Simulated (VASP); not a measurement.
# Na3Ga2F9 (P4/mmm) in VASP: single point with PBE

Aim: the single point of Na3Ga2F9 with PBE.

Everything below comes from runs of VASP 6.6.1. Logs are shortened: lines on timing, memory, paths and dates and some standing lists are left out, and cuts for length are marked.

**1. The cell of the first run**

It takes space group P4/mmm (No. 123, tetragonal). The conventional cell has a = 3.811 Å, b = 3.811 Å, c = 11.434 Å, α = 90.00°, β = 90.00°, γ = 90.00°. Na (site symmetry 4/mmm) has 12 F at 2.69 Å and 8 Ga at 3.30 Å within 3.6 Å. Within 3.6 Å of Na (site symmetry 4mm) lie 12 F at 2.69 Å and 4 Ga at 3.30 Å. Ga (site symmetry 4mm) has 6 F at 1.91 Å within 2.5 Å. Within 2.5 Å of F (site symmetry 2mm) lie 2 Ga at 1.91 Å. Within 3.6 Å of F (site symmetry mmm) lie 8 F at 2.69 Å and 4 Na at 2.69 Å. Within 2.5 Å of F (site symmetry 4/mmm) lie 2 Ga at 1.91 Å. Within 2.5 Å of F (site symmetry 4mm) lie 1 Ga at 1.91 Å.

**2. Single point, PBE (atoms taken out)**

INCAR

```
SYSTEM = Na3Ga2F9
PREC = Accurate ; ENCUT = 520
EDIFF = 1E-7 ; ISMEAR = 0
SIGMA = 0.1 ; LREAL = .False.
LASPH = .True. ; NELM = 60
ALGO = Normal ; ISIF = 2
LWAVE = .False. ; LCHARG = .False.
GGA = PE ; NBANDS = 68
```

KPOINTS

```
regular mesh
0
Gamma
  4 4 2
  0 0 0
```

POSCAR

```
Na3Ga2F9
1.0
    3.8112035400      0.0000000000      0.0000000000
    0.0000000000      3.8112035400      0.0000000000
    0.0000000000      0.0000000000     11.4336106100
Na Ga F
3 2 9
Direct
    0.5000000000      0.5000000000      0.0000000000
    0.5000000000      0.5000000000      0.3333333300
    0.5000000000      0.5000000000      0.6666666700
    0.0000000000      0.0000000000      0.8333333300
    0.0000000000      0.0000000000      0.1666666700
    0.5000000000      0.0000000000      0.8333333300
    0.5000000000      0.0000000000      0.1666666700
    0.5000000000      0.0000000000      0.5000000000
    0.0000000000      0.5000000000      0.8333333300
    0.0000000000      0.5000000000      0.1666666700
    0.0000000000      0.5000000000      0.5000000000
    0.0000000000      0.0000000000      0.0000000000
    0.0000000000      0.0000000000      0.3333333300
    0.0000000000      0.0000000000      0.6666666700
```

Potentials or basis: VASP PAW PBE potentials, release 64 (Na_pv, Ga_d, F).

Launch:

```
> cat potpaw_PBE.64/Na_pv/POTCAR potpaw_PBE.64/Ga_d/POTCAR potpaw_PBE.64/F/POTCAR > POTCAR
> mpirun -np 1 vasp_std > vasp.out
```

OUTCAR:

```text
SYSTEM = Na3Ga2F9
   PREC = Accurate
   ENCUT = 520
   EDIFF = 1E-7
   ISMEAR = 0
   LREAL = .False.
   LASPH = .True.
   NELM = 60
   ISIF = 2
   GGA = PE

 ion  position               nearest neighbor table
   1  0.500  0.500  0.000-
   2  0.500  0.500  0.333-
   3  0.500  0.500  0.667-
   4  0.000  0.000  0.833-  14 1.91   9 1.91   6 1.91   9 1.91   6 1.91  12 1.91
   5  0.000  0.000  0.167-  13 1.91  10 1.91   7 1.91  10 1.91   7 1.91  12 1.91
   6  0.500  0.000  0.833-   4 1.91   4 1.91
   7  0.500  0.000  0.167-   5 1.91   5 1.91
   8  0.500  0.000  0.500-
   9  0.000  0.500  0.833-   4 1.91   4 1.91
  10  0.000  0.500  0.167-   5 1.91   5 1.91
  11  0.000  0.500  0.500-
  12  0.000  0.000  0.000-   4 1.91   5 1.91
  13  0.000  0.000  0.333-   5 1.91
  14  0.000  0.000  0.667-   4 1.91

  LATTYP: Found a simple tetragonal cell.
 ALAT       =     3.8112035400
 C/A-ratio  =     2.9999999974

  Lattice vectors:

 A1 = (   3.8112035400,   0.0000000000,   0.0000000000)
 A2 = (   0.0000000000,   3.8112035400,   0.0000000000)
 A3 = (   0.0000000000,   0.0000000000,  11.4336106100)

Analysis of symmetry for initial positions (statically):
=====================================================================
 Subroutine PRICEL returns:
 Original cell was already a primitive cell.

 Routine SETGRP: Setting up the symmetry group for a
 simple tetragonal supercell.

 Subroutine GETGRP returns: Found 16 space group operations
 (whereof 16 operations were pure point group operations)
 out of a pool of 16 trial point group operations.

The static configuration has the point symmetry D_4h.

Analysis of symmetry for dynamics (positions and initial velocities):
=====================================================================
 Subroutine PRICEL returns:
 Original cell was already a primitive cell.

 Routine SETGRP: Setting up the symmetry group for a
 simple tetragonal supercell.

 Subroutine GETGRP returns: Found 16 space group operations
 (whereof 16 operations were pure point group operations)
 out of a pool of 16 trial point group operations.

The dynamic configuration has the point symmetry D_4h.

 Subroutine INISYM returns: Found 16 space group operations
 (whereof 16 operations are pure point group operations),
 and found     1 'primitive' translations

----------------------------------------------------------------------------------------

                                     Primitive cell

  volume of cell :     166.0763

  direct lattice vectors                    reciprocal lattice vectors
     3.811203540  0.000000000  0.000000000     0.262384307  0.000000000  0.000000000
     0.000000000  3.811203540  0.000000000     0.000000000  0.262384307  0.000000000
     0.000000000  0.000000000 11.433610610     0.000000000  0.000000000  0.087461436

  length of vectors
     3.811203540  3.811203540 11.433610610     0.262384307  0.262384307  0.087461436

  position of ions in fractional coordinates (direct lattice)
     0.500000000  0.500000000  0.000000000
     0.500000000  0.500000000  0.333333330
     0.500000000  0.500000000  0.666666670
     0.000000000  0.000000000  0.833333330
     0.000000000  0.000000000  0.166666670
     0.500000000  0.000000000  0.833333330
     0.500000000  0.000000000  0.166666670
     0.500000000  0.000000000  0.500000000
     0.000000000  0.500000000  0.833333330
     0.000000000  0.500000000  0.166666670
     0.000000000  0.500000000  0.500000000
     0.000000000  0.000000000  0.000000000
     0.000000000  0.000000000  0.333333330
     0.000000000  0.000000000  0.666666670

  ion indices of the primitive-cell ions
   primitive index   ion index
                 1           1
                 2           2
                 3           3
                 4           4
                 5           5
                 6           6
                 7           7
                 8           8
                 9           9
                10          10
                11          11
                12          12
                13          13
                14          14

----------------------------------------------------------------------------------------

 KPOINTS: regular mesh

Automatic generation of k-mesh.
 Grid dimensions read from file:
 generate k-points for:    4    4    2

 Generating k-lattice:

  Cartesian coordinates                     Fractional coordinates (reciprocal lattice)
     0.065596077  0.000000000  0.000000000     0.250000000  0.000000000  0.000000000
     0.000000000  0.065596077  0.000000000     0.000000000  0.250000000  0.000000000
     0.000000000  0.000000000  0.043730718     0.000000000  0.000000000  0.500000000

  Length of vectors
     0.065596077  0.065596077  0.043730718

  Shift w.r.t. Gamma in fractional coordinates (k-lattice)
     0.000000000  0.000000000  0.000000000

 Subroutine IBZKPT returns following result:
 ===========================================

 Found     12 irreducible k-points:

 Following reciprocal coordinates:
            Coordinates               Weight
  0.000000  0.000000  0.000000      1.000000
  0.250000  0.000000  0.000000      4.000000
  0.500000  0.000000  0.000000      2.000000
  0.250000  0.250000  0.000000      4.000000
  0.500000  0.250000  0.000000      4.000000
  0.500000  0.500000  0.000000      1.000000
  0.000000  0.000000  0.500000      1.000000
  0.250000  0.000000  0.500000      4.000000
  0.500000  0.000000  0.500000      2.000000
  0.250000  0.250000  0.500000      4.000000
  0.500000  0.250000  0.500000      4.000000
  0.500000  0.500000  0.500000      1.000000
   k-points           NKPTS =     12   k-points in BZ     NKDIM =     12   number of bands    NBANDS=     68
   number of dos      NEDOS =    301   number of ions     NIONS =     14
   total plane-waves  NPLWV =  70560
   dimension x,y,z NGX =    28 NGY =   28 NGZ =   90
   dimension x,y,z NGXF=    56 NGYF=   56 NGZF=  180
   ions per type =               3   2   9
   NGX,Y,Z   is equivalent  to a cutoff of  12.21, 12.21, 13.09 a.u.
   NGXF,Y,Z  is equivalent  to a cutoff of  24.43, 24.43, 26.17 a.u.
 SYSTEM =  Na3Ga2F9
   PREC   = accura    normal or accurate (medium, high low for compatibility)
   ISTART =      0    job   : 0-new  1-cont  2-samecut
   ICHARG =      2    charge: 1-file 2-atom 10-const
   ISPIN  =      1    spin polarized calculation?
   LNONCOLLINEAR =      F non collinear calculations
   LSORBIT =      F    spin-orbit coupling
   LASPH  =      T    aspherical Exc in radial PAW
   ENCUT  =  520.0 eV  38.22 Ry    6.18 a.u.   7.09  7.09 21.26*2*pi/ulx,y,z
   NELM   =     60;   NELMIN=  2; NELMDL= -5     # of ELM steps
   EDIFF  = 0.1E-06   stopping-criterion for ELM
   LREAL  =      F    real-space projection
   EDIFFG = 0.1E-05   stopping-criterion for IOM
   NSW    =      0    number of steps for IOM
   IBRION =     -1    ionic relax: 0-MD 1-quasi-New 2-CG
   NFREE  =      0    steps in history (QN), initial steepest desc. (CG)
   ISIF   =      2    stress and relaxation
   ISYM   =      2    0-nonsym 1-usesym 2-fastsym
   POTIM  = 0.5000    time-step for ionic-motion
   TEBEG  =    0.0;   TEEND  =   0.0 temperature during run
   PSTRESS=    0.0 pullay stress
   NELECT =     110.0000    total number of electrons
   NUPDOWN=      -1.0000    fix difference up-down
   EMIN   =  10.00;   EMAX   =-10.00  energy-range for DOS
   EFERMI =   0.00;   METHOD = LEGACY
   ISMEAR =     0;   SIGMA  =   0.10  broadening in eV -4-tet -1-fermi 0-gaus
   EFERMI_NEDOS =   21; number of points for ismear=-14 and -15
   IALGO  =     38    algorithm
   IMIX   =      4    mixing-type and parameters
     AMIX     =   0.40;   BMIX     =  1.00
     AMIX_MAG =   1.60;   BMIX_MAG =  1.00
  volume/ion in A,a.u.               =      11.86        80.05
  Fermi-wavevector in a.u.,A,eV,Ry     =   1.427041  2.696717 27.707536  2.036446
  Thomas-Fermi vector in A             =   2.547253
   LORBIT       =      0    0 simple, 1 ext, 2 COOP (PROOUT), +10 PAW based schemes
   GGA     = PE    functional components
   LHFCALC =     F    Hartree Fock is set to
   AEXX    =    0.0000 exact exchange contribution
   IVDW    =     0    specifies the selected vdW correction
   LEPSILON=     F    determine dielectric tensor
   LRPA    =     F    only Hartree local field effects (RPA)
 non-spin polarized calculation
 Gauss-broadening in eV      SIGMA  =   0.10
  energy-cutoff  :      520.00
  volume of cell :      166.08
 maximum number of plane-waves:      4488
   NGX = 15   NGY = 15   NGZ = 43

 number of electron     110.0000030 magnetization

 Free energy of the ion-electron system (eV)
  ---------------------------------------------------
  ext. energy  EPLUGINS =         0.00000000
  ---------------------------------------------------
  free energy    TOTEN  =       -54.63802006 eV

  energy without entropy =      -54.59669837  energy(sigma->0) =      -54.61735922

 E-fermi :   3.3870     XC(G=0):  -9.8285

 val. band max:        3.3595217534   @ k =   0.0000   0.0000   0.5000
 cond. band min:       3.4034938186   @ k =   0.2500   0.2500   0.5000
 fundamental gap:      0.0439720653
 Fermi energy:         3.3869510763

 k-point     1 :       0.0000    0.0000    0.0000
  band No.  band energies     occupation
      1     -25.3747      2.00000
      2     -24.8176      2.00000
      3     -24.5498      2.00000
      4     -24.0536      2.00000
      5     -24.0473      2.00000
      6     -23.7636      2.00000
[... 59 lines left out ...]
     66      11.8665      0.00000
     67      11.8665      0.00000
[... 768 lines left out ...]
     66      10.8562      0.00000
     67      10.9625      0.00000
 [bands above 67 left out]

------------------------ aborting loop because EDIFF is reached ----------------------------------------

  FORCE on cell =-STRESS in cart. coord.  units (eV):
  Direction    XX          YY          ZZ          XY          YZ          ZX
  --------------------------------------------------------------------------------------
  -------------------------------------------------------------------------------------
  Total       15.9895451     15.9895451      3.9442440      0.0000000      0.0000000     -0.0000000
  in kB      154.2549132    154.2549132     38.0510524      0.0000000      0.0000000     -0.0000000
  external PRESSURE =     115.5202929 kB  Pullay stress =       0.0000000 kB

 VOLUME and BASIS-vectors are now :
 -----------------------------------------------------------------------------
  energy-cutoff  :      520.00
  volume of cell :      166.08
      direct lattice vectors                 reciprocal lattice vectors
     3.811203540  0.000000000  0.000000000     0.262384307  0.000000000  0.000000000
     0.000000000  3.811203540  0.000000000     0.000000000  0.262384307  0.000000000
     0.000000000  0.000000000 11.433610610     0.000000000  0.000000000  0.087461436

 POSITION                                       TOTAL-FORCE (eV/Angst)
 -----------------------------------------------------------------------------------
      1.90560      1.90560      0.00000         0.000000     -0.000000     -0.000000
      1.90560      1.90560      3.81120         0.000000     -0.000000      2.640232
      1.90560      1.90560      7.62241         0.000000      0.000000     -2.640232
      0.00000      0.00000      9.52801        -0.000000      0.000000     -4.246254
      0.00000      0.00000      1.90560        -0.000000      0.000000      4.246254
      1.90560      0.00000      9.52801        -0.000000      0.000000      0.731785
      1.90560      0.00000      1.90560         0.000000     -0.000000     -0.731785
      1.90560      0.00000      5.71681         0.000000     -0.000000     -0.000000
      0.00000      1.90560      9.52801         0.000000     -0.000000      0.731785
      0.00000      1.90560      1.90560        -0.000000     -0.000000     -0.731785
      0.00000      1.90560      5.71681         0.000000     -0.000000     -0.000000
      0.00000      0.00000      0.00000         0.000000     -0.000000     -0.000000
      0.00000      0.00000      3.81120         0.000000     -0.000000     -2.377299
      0.00000      0.00000      7.62241         0.000000     -0.000000      2.377299
 -----------------------------------------------------------------------------------
    total drift:                                0.000000      0.000000      0.000000

  FREE ENERGIE OF THE ION-ELECTRON SYSTEM (eV)
  ---------------------------------------------------
  free  energy   TOTEN  =       -54.6380200633 eV

  energy  without entropy=      -54.5966983669  energy(sigma->0) =      -54.61735922
```

Run time: 1.9 min. Hardware: 1 thread of Intel Xeon 6975P-C (Granite Rapids), shared host; peak memory 0.3 GiB.

What came out:

```
Free energy            : -54.6380 eV
Pressure               : 11.6 GPa
Largest force          : 4.246 eV/Å
Band gap on the k mesh : zero (bands 55 and 56 overlap by 0.44 eV)
```

Forces on the atoms (eV/Å):
```
Na   0.000  0.000  0.000
Na   0.000  0.000  2.640
Na   0.000  0.000 -2.640
Ga   0.000  0.000 -4.246
Ga   0.000  0.000  4.246
F    0.000  0.000  0.732
F    0.000  0.000 -0.732
F    0.000  0.000  0.000
F    0.000  0.000  0.732
F    0.000  0.000 -0.732
F    0.000  0.000  0.000
F    0.000  0.000  0.000
F    0.000  0.000 -2.377
F    0.000  0.000  2.377
```

Caveat: the k points lie up to 0.41 Å⁻¹ apart; the cell differs from its parent crystal (atoms taken out); forces of over 1 eV/Å act on the atoms, so gaps and moduli don't describe the material at rest.
